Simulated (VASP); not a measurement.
# Bi (Im-3m) in VASP: further runs

Runs on Bi. Level: PBE. Tasks: single point.

Program: VASP 6.6.1. These are calculated values, not measurements. Logs are shortened: lines on timing, memory, paths and dates and some standing lists are left out, and cuts for length are marked.

**1. The cell of the first run**

The structure is cubic, space group Im-3m (No. 229). Conventional cell: a = 5.056 Å, b = 5.056 Å, c = 5.056 Å, α = 90.00°, β = 90.00°, γ = 90.00°. Within 3.3 Å of Bi (site symmetry 4/mmm) lie 4 Bi at 2.53 Å.

**2. Single point, PBE**

Contents of INCAR:

```
SYSTEM = Bi
  ALGO = Normal
  EDIFF = 1E-6
  ENCUT = 500
  GGA = PE
  GGA_COMPAT = .False.
  ISIF = 2
  ISMEAR = 0
  LASPH = .True.
  LCHARG = .True.
  LELF = .True.
  LREAL = .False.
  LVHAR = .True.
  LWAVE = .False.
  NBANDS = 30
  NELM = 120
  PREC = Accurate
  SIGMA = 0.1
```

Contents of KPOINTS:

```
k-points
0
Gamma
  6 6 6
  0 0 0
```

Contents of POSCAR:

```
Bi
1.0
   -2.5278969300      2.5278969300      2.5278969300
    2.5278969300     -2.5278969300      2.5278969300
    2.5278969300      2.5278969300     -2.5278969300
Bi
3
Direct
    0.0000000000      0.5000000000      0.5000000000
    0.5000000000      0.0000000000      0.5000000000
    0.5000000000      0.5000000000      0.0000000000
```

Potentials or basis: VASP PAW PBE potentials, release 64 (Bi_d).

Started as:

```sh
$ cat potpaw_PBE.64/Bi_d/POTCAR > POTCAR
$ mpirun -np 1 vasp_std > vasp.out
```

OUTCAR:

```text
SYSTEM = Bi
   EDIFF = 1E-6
   ENCUT = 500
   GGA = PE
   ISIF = 2
   ISMEAR = 0
   LASPH = .True.
   LREAL = .False.
   NELM = 120
   PREC = Accurate

 ion  position               nearest neighbor table
   1  0.000  0.500  0.500-   2 2.53   3 2.53   3 2.53   2 2.53   3 3.57   2 3.57   2 3.57   3 3.57
                             3 3.57   2 3.57   2 3.57   3 3.57
   2  0.500  0.000  0.500-   1 2.53   3 2.53   3 2.53   1 2.53   3 3.57   1 3.57   3 3.57   3 3.57
                             1 3.57   1 3.57   1 3.57   3 3.57
   3  0.500  0.500  0.000-   1 2.53   2 2.53   2 2.53   1 2.53   1 3.57   2 3.57   2 3.57   2 3.57
                             1 3.57   1 3.57   1 3.57   2 3.57

  LATTYP: Found a body centered cubic cell.
 ALAT       =     5.0557938600

  Lattice vectors:

 A1 = (  -2.5278969300,   2.5278969300,   2.5278969300)
 A2 = (   2.5278969300,  -2.5278969300,   2.5278969300)
 A3 = (   2.5278969300,   2.5278969300,  -2.5278969300)

Analysis of symmetry for initial positions (statically):
=====================================================================
 Subroutine PRICEL returns:
 Original cell was already a primitive cell.

 Routine SETGRP: Setting up the symmetry group for a
 body centered cubic supercell.

 Subroutine GETGRP returns: Found 48 space group operations
 (whereof 48 operations were pure point group operations)
 out of a pool of 48 trial point group operations.

The static configuration has the point symmetry O_h .

Analysis of symmetry for dynamics (positions and initial velocities):
=====================================================================
 Subroutine PRICEL returns:
 Original cell was already a primitive cell.

 Routine SETGRP: Setting up the symmetry group for a
 body centered cubic supercell.

 Subroutine GETGRP returns: Found 48 space group operations
 (whereof 48 operations were pure point group operations)
 out of a pool of 48 trial point group operations.

The dynamic configuration has the point symmetry O_h .

 Subroutine INISYM returns: Found 48 space group operations
 (whereof 48 operations are pure point group operations),
 and found     1 'primitive' translations

----------------------------------------------------------------------------------------

                                     Primitive cell

  volume of cell :      64.6157
[... 77 lines left out ...]
   LNONCOLLINEAR =      F non collinear calculations
   LSORBIT =      F    spin-orbit coupling
   LASPH  =      T    aspherical Exc in radial PAW
   ENCUT  =  500.0 eV  36.75 Ry    6.06 a.u.   7.98  7.98  7.98*2*pi/ulx,y,z
   NELM   =    120;   NELMIN=  2; NELMDL= -5     # of ELM steps
   EDIFF  = 0.1E-05   stopping-criterion for ELM
   LREAL  =      F    real-space projection
   EDIFFG = 0.1E-04   stopping-criterion for IOM
   NSW    =      0    number of steps for IOM
   IBRION =     -1    ionic relax: 0-MD 1-quasi-New 2-CG
   NFREE  =      0    steps in history (QN), initial steepest desc. (CG)
   ISIF   =      2    stress and relaxation
   ISYM   =      2    0-nonsym 1-usesym 2-fastsym
   POTIM  = 0.5000    time-step for ionic-motion
   TEBEG  =    0.0;   TEEND  =   0.0 temperature during run
   PSTRESS=    0.0 pullay stress
   NELECT =      45.0000    total number of electrons
   NUPDOWN=      -1.0000    fix difference up-down
   EMIN   =  10.00;   EMAX   =-10.00  energy-range for DOS
   EFERMI =   0.00;   METHOD = LEGACY
   ISMEAR =     0;   SIGMA  =   0.10  broadening in eV -4-tet -1-fermi 0-gaus
   EFERMI_NEDOS =   21; number of points for ismear=-14 and -15
   IALGO  =     38    algorithm
   IMIX   =      4    mixing-type and parameters
     AMIX     =   0.40;   BMIX     =  1.00
     AMIX_MAG =   1.60;   BMIX_MAG =  1.00
  volume/ion in A,a.u.               =      21.54       145.35
  Fermi-wavevector in a.u.,A,eV,Ry     =   1.451108  2.742196 28.649972  2.105714
  Thomas-Fermi vector in A             =   2.568643
   LORBIT       =      0    0 simple, 1 ext, 2 COOP (PROOUT), +10 PAW based schemes
   GGA     = PE    functional components
   LHFCALC =     F    Hartree Fock is set to
   AEXX    =    0.0000 exact exchange contribution
   IVDW    =     0    specifies the selected vdW correction
   LEPSILON=     F    determine dielectric tensor
   LRPA    =     F    only Hartree local field effects (RPA)
 non-spin polarized calculation
 Gauss-broadening in eV      SIGMA  =   0.10
  energy-cutoff  :      500.00
  volume of cell :       64.62
 maximum number of plane-waves:      1662
   NGX = 15   NGY = 15   NGZ = 15

 number of electron      45.0000011 magnetization

 Free energy of the ion-electron system (eV)
  ---------------------------------------------------
  ext. energy  EPLUGINS =         0.00000000
  ---------------------------------------------------
  free energy    TOTEN  =        -0.34303565 eV

  energy without entropy =       -0.33677982  energy(sigma->0) =       -0.33990773

 E-fermi :  13.3136     XC(G=0): -11.9639

 val. band max:       13.3032870179   @ k =  -0.3333   0.3333   0.3333
 cond. band min:      13.4545701044   @ k =   0.3333   0.1667   0.1667
 fundamental gap:      0.1512830865
 Fermi energy:        13.3135539083

 k-point     1 :       0.0000    0.0000    0.0000
  band No.  band energies     occupation
      1     -12.2379      2.00000
      2     -12.2379      2.00000
      3     -11.3535      2.00000
      4     -11.3535      2.00000
      5     -11.3535      2.00000
      6     -11.2178      2.00000
[... 517 lines left out ...]
     29      21.6212      0.00000
     30      23.8730      0.00000

------------------------ aborting loop because EDIFF is reached ----------------------------------------

  FORCE on cell =-STRESS in cart. coord.  units (eV):
  Direction    XX          YY          ZZ          XY          YZ          ZX
  --------------------------------------------------------------------------------------
  -------------------------------------------------------------------------------------
  Total       39.8974917     39.8974917     39.8974917      0.0000000     -0.0000000      0.0000000
  in kB      989.2774199    989.2774199    989.2774199      0.0000000     -0.0000000      0.0000000
  external PRESSURE =     989.2774199 kB  Pullay stress =       0.0000000 kB

 VOLUME and BASIS-vectors are now :
 -----------------------------------------------------------------------------
  energy-cutoff  :      500.00
  volume of cell :       64.62
      direct lattice vectors                 reciprocal lattice vectors
    -2.527896930  2.527896930  2.527896930     0.000000000  0.197792874  0.197792874
     2.527896930 -2.527896930  2.527896930     0.197792874  0.000000000  0.197792874
     2.527896930  2.527896930 -2.527896930     0.197792874  0.197792874  0.000000000

 POSITION                                       TOTAL-FORCE (eV/Angst)
 -----------------------------------------------------------------------------------
      2.52790      0.00000      0.00000        -0.000000     -0.000000      0.000000
      0.00000      2.52790      0.00000        -0.000000     -0.000000     -0.000000
      0.00000      0.00000      2.52790         0.000000      0.000000      0.000000
 -----------------------------------------------------------------------------------
    total drift:                               -0.000000     -0.000000      0.000000

  FREE ENERGIE OF THE ION-ELECTRON SYSTEM (eV)
  ---------------------------------------------------
  free  energy   TOTEN  =        -0.3430356483 eV

  energy  without entropy=       -0.3367798153  energy(sigma->0) =       -0.33990773
```

OSZICAR:

```text
N       E                     dE             d eps       ncg     rms          rms(c)
DAV:   1     0.553852418563E+03    0.55385E+03   -0.23319E+04   960   0.207E+03
DAV:   2     0.577576489862E+02   -0.49609E+03   -0.48594E+03   960   0.553E+02
DAV:   3     0.174724821510E+01   -0.56010E+02   -0.55119E+02  1154   0.194E+02
DAV:   4    -0.468334234647E+00   -0.22156E+01   -0.22064E+01  1120   0.412E+01
DAV:   5    -0.570631833622E+00   -0.10230E+00   -0.10228E+00  1414   0.799E+00    0.284E+00
DAV:   6    -0.422214968479E+00    0.14842E+00   -0.65009E-02  1516   0.238E+00    0.159E+00
DAV:   7    -0.343545792985E+00    0.78669E-01   -0.56800E-02  1526   0.224E+00    0.156E-01
DAV:   8    -0.343024748833E+00    0.52104E-03   -0.70755E-03  1080   0.895E-01    0.261E-02
DAV:   9    -0.343046932780E+00   -0.22184E-04   -0.21095E-04  1420   0.117E-01    0.104E-02
DAV:  10    -0.343036531647E+00    0.10401E-04   -0.10477E-05  1278   0.364E-02    0.453E-03
DAV:  11    -0.343034529957E+00    0.20017E-05   -0.51394E-07   674   0.700E-03    0.129E-03
DAV:  12    -0.343035697850E+00   -0.11679E-05   -0.16689E-07   642   0.495E-03    0.173E-04
DAV:  13    -0.343035648268E+00    0.49582E-07   -0.48383E-08   636   0.237E-03
   1 F= -.34303565E+00 E0= -.33990773E+00  d E =-.625583E-02
```

stdout:

```text
POSCAR found type information on POSCAR Bi
 POSCAR found :  1 types and       3 ions
 scaLAPACK will be used
 LDA part: xc-table for (Slater+PW92), standard interpolation
 POSCAR, INCAR and KPOINTS ok, starting setup
 FFT: planning ... GRIDC
 FFT: planning ... GRID_SOFT
 FFT: planning ... GRID
 WAVECAR not read
 entering main loop
```

Wall time 12 s (1 thread of Intel Xeon 6975P-C (Granite Rapids), shared host); peak memory 0.17 GiB.

What came out:

* Free energy: -0.3430 eV
* Pressure: 98.9 GPa

Levels at points of the mesh, in eV from the Fermi level:
```csv
k point,band 20,band 21,band 22,band 23,band 24,band 25
"(0.00, 0.00, 0.00)",-5.85,-5.85,-1.38,-1.38,-1.38,3.11
"(0.50, 0.00, 0.00)",-4.15,-2.50,-0.78,1.38,2.14,2.50
"(0.50, 0.50, 0.50)",-8.50,-6.51,1.39,1.39,1.39,5.86
```

Caveat: spin-orbit coupling is left out, which moves the levels of the heavy elements.

**3. Single point, PBE**

This run uses another cell than the first one, of 40.94 Å³/atom, 1.901 times its volume.

Contents of INCAR:

```
SYSTEM = Bi
PREC = Accurate ; ENCUT = 500
EDIFF = 1E-6 ; ISMEAR = 0
SIGMA = 0.1 ; LREAL = .False.
LASPH = .True. ; NELM = 120
ALGO = Normal ; ISIF = 2
LWAVE = .False. ; LCHARG = .False.
GGA = PE ; NBANDS = 30
GGA_COMPAT = .False.
```

Contents of KPOINTS:

```
Automatic mesh
0
Gamma
  6 6 6
  0 0 0
```

Contents of POSCAR:

```
Bi
1.0
   -3.1313157712      3.1313157712      3.1313157712
    3.1313157712     -3.1313157712      3.1313157712
    3.1313157712      3.1313157712     -3.1313157712
Bi
3
Direct
    0.0000000000      0.5000000000      0.5000000000
    0.5000000000      0.0000000000      0.5000000000
    0.5000000000      0.5000000000      0.0000000000
```

Potentials or basis: VASP PAW PBE potentials, release 64 (Bi_d).

Started as:

```sh
$ cat potpaw_PBE.64/Bi_d/POTCAR > POTCAR
$ mpirun -np 1 vasp_std > vasp.out
```

It took 19 s on 1 thread of Intel Xeon 6975P-C (Granite Rapids), shared host; peak memory 0.23 GiB.

The run converged. Its results:

```
Free energy : -10.0332 eV
Pressure    : -0.2 GPa
```

Levels at points of the mesh, in eV from the Fermi level:
| k point | band 19 | band 20 | band 21 | band 22 | band 23 | band 24 | band 25 | band 26 |
| --- | --- | --- | --- | --- | --- | --- | --- | --- |
| (0.00, 0.00, 0.00) | -3.30 | -3.30 | -3.30 | -0.29 | -0.29 | -0.29 | 3.52 | 3.68 |
| (0.50, 0.00, 0.00) | -3.63 | -2.01 | -0.85 | -0.59 | -0.06 | 0.28 | 0.73 | 1.79 |
| (0.50, 0.50, 0.50) | -4.41 | -4.41 | -4.41 | 0.73 | 0.73 | 0.73 | 4.06 | 5.98 |

Caveat: spin-orbit coupling is left out, which moves the levels of the heavy elements.
